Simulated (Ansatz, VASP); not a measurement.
One calculation of ZrB2, two programs

```
Zr B
1.0
     3.15453    0.00000    0.00000
    -1.57727    2.73191    0.00000
     0.00000    0.00000    3.50791
Zr B
1 2
Direct
  0.00000 0.00000 0.00000
  0.33333 0.66667 0.50000
  0.66667 0.33333 0.50000
```

Alike in both runs: functional PBEsol; k mesh 13 × 13 × 10; occupations fermi-dirac, width 0.05 eV; no spin polarisation.

Ansatz relaxed the structure, and its values are those at the end. VASP's run is a single point on that final structure, the one shown.

|  | VASP | Ansatz |
| --- | --- | --- |
| version | VASP 6.6.1 | Ansatz 0.2.0 |
| potentials or method | VASP PAW PBE potentials, release 64 (Zr_sv, B) | PAW with Ansatz's default frozen-core files, scalar-relativistic |
| plane-wave cutoff (eV) | 520 | 420 |
| valence electrons in the cell | 18 | 18 |

```csv
,VASP,Ansatz,Ansatz less VASP
pressure (GPa),0.3,0.0,-0.33
```

VASP's potentials were made for PBE, not for PBEsol.
